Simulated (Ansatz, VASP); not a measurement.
Two plane-wave programs on MoS2

INCAR

```
SYSTEM = MoS2
ALGO     = Normal         ! electronic algorithm
EDIFF    = 1E-6           ! SCF threshold, eV
ENCUT    = 520            ! plane-wave cutoff, eV
GGA      = PS             ! functional
GGA_COMPAT= .False.      
ISIF     = 2              ! what is computed and relaxed
ISMEAR   = -1             ! smearing method
LASPH    = .True.         ! aspherical terms in the spheres
LCHARG   = .True.         ! write CHGCAR
LMAXMIX  = 4              ! l up to which the mixer works
LORBIT   = 11             ! projections on sites
LORBMOM  = .True.       
LREAL    = .False.        ! projectors in reciprocal space
LSORBIT  = .True.         ! spin-orbit coupling
LVHAR    = .True.       
LWAVE    = .False.        ! write WAVECAR
MAGMOM   = 0 0 0 0 0 0 0 0 0 ! initial moments
NBANDS   = 39             ! bands
NELM     = 150            ! most SCF steps
PREC     = Accurate       ! precision mode
SIGMA    = 0.05           ! smearing width, eV
```

Contents of KPOINTS:

```
k-points
0
Gamma
  7 7 3
  0 0 0
```

The input POSCAR:

```
MoS2
1.0
    3.2274645616      0.0000000000      0.0000000000
   -1.6137322808      2.7950663001      0.0000000000
    0.0000000000      0.0000000000      6.3124734200
Mo S
1 2
Direct
    0.0000000000      0.0000000000      0.5000000000
    0.6666666667      0.3333333333      0.7446806800
    0.3333333333      0.6666666667      0.2553193200
```

input.yaml

```yaml
crystal:
  lattice:
    - [3.2274645616, 0.0, 0.0]
    - [-1.6137322808, 2.7950663001, 0.0]
    - [0.0, 0.0, 6.31247342]
  atoms:
    - { symbol: Mo, position: [0.0, 0.0, 0.5] }
    - { symbol: S, position: [0.6666666667, 0.3333333333, 0.74468068] }
    - { symbol: S, position: [0.3333333333, 0.6666666667, 0.25531932] }
hamiltonian:
  xc: pbesol
  pseudopotentials: { kind: paw_fr }
magnetization:
  noncollinear: true
  spin_orbit: true
kpoints:
  mp_grid: { grid: [7, 7, 3] }
  band_path:
    path:
      - [[0.0, 0.0, 0.0], [0.5, 0.0, 0.0], [0.3333333333, 0.3333333333, 0.0], [0.0, 0.0, 0.0], [0.0, 0.0, 0.5], [0.5, 0.0, 0.5], [0.3333333333, 0.3333333333, 0.5], [0.0, 0.0, 0.5]]
      - [[0.5, 0.0, 0.5], [0.5, 0.0, 0.0]]
      - [[0.3333333333, 0.3333333333, 0.0], [0.3333333333, 0.3333333333, 0.5]]
    npoints: 14
scf:
  occupations: { method: fermi_dirac, width: 0.05 }
  n_extra_bands: 7
output:
  forces: true
  stress: true
  eigenvalues: true
  fatbands: true
```

Alike in both runs: functional PBEsol; k mesh 7 × 7 × 3; occupations fermi-dirac, width 0.05 eV; non-collinear spin, spin-orbit coupling.

|  | VASP | Ansatz |
| --- | --- | --- |
| version | VASP 6.6.1 | Ansatz 0.2.0 |
| potentials or method | VASP PAW PBE potentials, release 64 (Mo_sv, S) | Ansatz PAW |
| plane-wave cutoff (eV) | 520 | 420 |
| valence electrons in the cell | 26 | 26 |
| task | single point | band structure |

```csv
,VASP,Ansatz,Ansatz less VASP
pressure (GPa),-3.2,-3.2,-0.03
"traceless stress, the component that is largest in VASP (GPa)",2.28,2.26,-0.022
rms of the force components (eV/Å),0.004,0.000,-0.0038
net moment per atom (μB),0.00,0.00,0.000
```

VASP's potentials were made for PBE, not for PBEsol. Atom by atom the forces differ by 0.004 eV/Å (rms over components).
